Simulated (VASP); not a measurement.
# Rh (Fm-3m) in VASP: further runs, part 2 of 2

VASP 6.6.1. Earlier steps stand in the parts before.

## 3. Electric field gradients, PBE (volume scaled by 1.02)

INCAR

```
SYSTEM = Rh
PREC = Accurate ; ENCUT = 520
EDIFF = 1E-8 ; ISMEAR = -1
SIGMA = 0.03 ; LREAL = .FALSE.
LASPH = .TRUE. ; NELM = 60
ALGO = Normal ; ISIF = 2
LWAVE = .FALSE. ; LCHARG = .FALSE.
GGA = PE ; LEFG = .TRUE.
NBANDS = 14
```

KPOINTS

```
Automatic mesh
0
G
  16 16 16
  0 0 0
```

POSCAR

```
Rh
1.0
    0.0000000000      1.9141434134      1.9141434134
    1.9141434134      0.0000000000      1.9141434134
    1.9141434134      1.9141434134      0.0000000000
Rh
1
Direct
    0.0000000000      0.0000000000      0.0000000000
```

Potentials or basis: VASP PAW PBE potentials, release 64 (Rh_pv).

Run with:

```
cat potpaw_PBE.64/Rh_pv/POTCAR > POTCAR
mpirun -np 1 vasp_std > vasp.out
```

OUTCAR:

```text
SYSTEM = Rh
   PREC = Accurate
   ENCUT = 520
   EDIFF = 1E-8
   ISMEAR = -1
   LREAL = .FALSE.
   LASPH = .TRUE.
   NELM = 60
   ISIF = 2
   GGA = PE

 ion  position               nearest neighbor table
   1  0.000  0.000  0.000-

  LATTYP: Found a face centered cubic cell.
 ALAT       =     3.8282868268

  Lattice vectors:

 A1 = (   0.0000000000,   1.9141434134,   1.9141434134)
 A2 = (   1.9141434134,   0.0000000000,   1.9141434134)
 A3 = (   1.9141434134,   1.9141434134,   0.0000000000)

Analysis of symmetry for initial positions (statically):
=====================================================================
 Subroutine PRICEL returns:
 Original cell was already a primitive cell.

 Routine SETGRP: Setting up the symmetry group for a
 face centered cubic supercell.

 Subroutine GETGRP returns: Found 48 space group operations
 (whereof 48 operations were pure point group operations)
 out of a pool of 48 trial point group operations.

The static configuration has the point symmetry O_h .

Analysis of symmetry for dynamics (positions and initial velocities):
=====================================================================
 Subroutine PRICEL returns:
 Original cell was already a primitive cell.

 Routine SETGRP: Setting up the symmetry group for a
 face centered cubic supercell.

 Subroutine GETGRP returns: Found 48 space group operations
 (whereof 48 operations were pure point group operations)
 out of a pool of 48 trial point group operations.

The dynamic configuration has the point symmetry O_h .

 Subroutine INISYM returns: Found 48 space group operations
 (whereof 48 operations are pure point group operations),
 and found     1 'primitive' translations

----------------------------------------------------------------------------------------

                                     Primitive cell

  volume of cell :      14.0266

  direct lattice vectors                    reciprocal lattice vectors
     0.000000000  1.914143413  1.914143413    -0.261213447  0.261213447  0.261213447
     1.914143413  0.000000000  1.914143413     0.261213447 -0.261213447  0.261213447
     1.914143413  1.914143413  0.000000000     0.261213447  0.261213447 -0.261213447

  length of vectors
     2.707007576  2.707007576  2.707007576     0.452434963  0.452434963  0.452434963

  position of ions in fractional coordinates (direct lattice)
     0.000000000  0.000000000  0.000000000

  ion indices of the primitive-cell ions
   primitive index   ion index
                 1           1

----------------------------------------------------------------------------------------

 KPOINTS: Automatic mesh

Automatic generation of k-mesh.
 Grid dimensions read from file:
 generate k-points for:   16   16   16

 Generating k-lattice:

  Cartesian coordinates                     Fractional coordinates (reciprocal lattice)
    -0.016325840  0.016325840  0.016325840     0.062500000  0.000000000  0.000000000
[... 65 lines left out ...]
   ISIF   =      2    stress and relaxation
   ISYM   =      2    0-nonsym 1-usesym 2-fastsym
   POTIM  = 0.5000    time-step for ionic-motion
   TEBEG  =    0.0;   TEEND  =   0.0 temperature during run
   PSTRESS=    0.0 pullay stress
   NELECT =      15.0000    total number of electrons
   NUPDOWN=      -1.0000    fix difference up-down
   EMIN   =  10.00;   EMAX   =-10.00  energy-range for DOS
   EFERMI =   0.00;   METHOD = LEGACY
   ISMEAR =    -1;   SIGMA  =   0.03  broadening in eV -4-tet -1-fermi 0-gaus
   EFERMI_NEDOS =   21; number of points for ismear=-14 and -15
   IALGO  =     38    algorithm
   IMIX   =      4    mixing-type and parameters
     AMIX     =   0.40;   BMIX     =  1.00
     AMIX_MAG =   1.60;   BMIX_MAG =  1.00
  volume/ion in A,a.u.               =      14.03        94.66
  Fermi-wavevector in a.u.,A,eV,Ry     =   1.674123  3.163634 38.132897  2.802689
  Thomas-Fermi vector in A             =   2.758974
   LORBIT       =      0    0 simple, 1 ext, 2 COOP (PROOUT), +10 PAW based schemes
   GGA     = PE    functional components
   LHFCALC =     F    Hartree Fock is set to
   AEXX    =    0.0000 exact exchange contribution
   IVDW    =     0    specifies the selected vdW correction
   LEPSILON=     F    determine dielectric tensor
   LRPA    =     F    only Hartree local field effects (RPA)
 non-spin polarized calculation
  energy-cutoff  :      520.00
  volume of cell :       14.03
 maximum number of plane-waves:       391
   NGX =  9   NGY =  9   NGZ =  9

 number of electron      15.0000004 magnetization

 Free energy of the ion-electron system (eV)
  ---------------------------------------------------
  ext. energy  EPLUGINS =         0.00000000
  ---------------------------------------------------
  free energy    TOTEN  =        -7.25991537 eV

  energy without entropy =       -7.25521075  energy(sigma->0) =       -7.25756306

 E-fermi :  11.5248     XC(G=0): -13.9024

 val. band max:       11.5181065403   @ k =   0.4375   0.1250   0.0625
 cond. band min:      11.5275833937   @ k =  -0.3750   0.2500   0.0000
 fundamental gap:      0.0094768534
 Fermi energy:        11.5248160588

 k-point     1 :       0.0000    0.0000    0.0000
  band No.  band energies     occupation
      1     -34.8026      2.00000
      2     -34.8026      2.00000
      3     -34.8026      2.00000
      4       3.7284      2.00000
      5       8.5582      2.00000
      6       8.5582      2.00000
      7       8.5582      2.00000
      8      10.5790      2.00000
      9      10.5790      2.00000
     10      27.5483      0.00000
     11      32.1349      0.00000
     12      32.8961      0.00000
     13      32.8961      0.00000
     14      32.8961      0.00000
[... 377 lines left out ...]
      1     -34.8670      2.00000
      2     -34.8221      2.00000
      3     -34.8076      2.00000
      4       4.1330      2.00000
      5       8.3652      2.00000
      6       8.6999      2.00000
      7       8.7459      2.00000
      8      10.3993      2.00000
      9      10.6040      2.00000
     10      28.1058      0.00000
     11      31.2079      0.00000
     12      32.1357      0.00000
     13      32.9224      0.00000
     14      33.7323      0.00000

 [... further k-points ...]
[... 5 lines left out ...]
  --------------------------------------------------------------------------------------
  -------------------------------------------------------------------------------------
  Total        0.0375028      0.0375028      0.0375028     -0.0000000     -0.0000000     -0.0000000
  in kB        4.2837156      4.2837156      4.2837156     -0.0000000     -0.0000000     -0.0000000
  external PRESSURE =       4.2837156 kB  Pullay stress =       0.0000000 kB

 VOLUME and BASIS-vectors are now :
 -----------------------------------------------------------------------------
  energy-cutoff  :      520.00
  volume of cell :       14.03
      direct lattice vectors                 reciprocal lattice vectors
     0.000000000  1.914143413  1.914143413    -0.261213447  0.261213447  0.261213447
     1.914143413  0.000000000  1.914143413     0.261213447 -0.261213447  0.261213447
     1.914143413  1.914143413  0.000000000     0.261213447  0.261213447 -0.261213447

 POSITION                                       TOTAL-FORCE (eV/Angst)
 -----------------------------------------------------------------------------------
      0.00000      0.00000      0.00000         0.000000      0.000000      0.000000
 -----------------------------------------------------------------------------------
    total drift:                                0.000000      0.000000      0.000000

  FREE ENERGIE OF THE ION-ELECTRON SYSTEM (eV)
  ---------------------------------------------------
  free  energy   TOTEN  =        -7.2599153702 eV

  energy  without entropy=       -7.2552107500  energy(sigma->0) =       -7.25756306

 Electric field gradients (V/A^2)
---------------------------------------------------------------------
 ion       V_xx      V_yy      V_zz      V_xy      V_xz      V_yz
---------------------------------------------------------------------
   1       0.000    -0.000    -0.000     0.000     0.000     0.000
---------------------------------------------------------------------

 Electric field gradients after diagonalization (V/A^2)
 (convention: |V_zz| > |V_xx| > |V_yy|)
----------------------------------------------------------------------
 ion       V_xx      V_yy      V_zz     asymmetry (V_yy - V_xx)/ V_zz
----------------------------------------------------------------------
   1      -0.000    -0.000     0.000       0.000
----------------------------------------------------------------------

           NMR quadrupolar parameters

 Cq : quadrupolar parameter    Cq=e*Q*V_zz/h
 eta: asymmetry parameters     (V_yy - V_xx)/ V_zz
 Q  : nuclear electric quadrupole moment in mb (millibarn)
----------------------------------------------------------------------
 ion       Cq(MHz)       eta       Q (mb)
----------------------------------------------------------------------
   1       0.000       0.000       1.000
----------------------------------------------------------------------
```

It took 22 s on 1 thread of Intel Xeon Platinum 8259CL at 2.50GHz (Skylake/Cascade Lake), shared host; peak memory 0.14 GiB.

What came out:

* Free energy: -7.2599 eV
* Pressure: 0.4 GPa

Levels at points of the mesh, in eV from the Fermi level:
```
           k point  band 5  band 6  band 7  band 8  band 9  band 10
(0.00, 0.00, 0.00)   -2.97   -2.97   -2.97   -0.95   -0.95    16.02
(0.50, 0.00, 0.00)   -3.04   -3.04    0.57    0.57    0.77     8.45
(0.50, 0.50, 0.00)   -5.75    0.54    0.97    0.97    3.26    12.04
```

Caveat: without QUAD_EFG the Cq values of the log hold for a quadrupole moment of 1 mb, not for the nuclei.
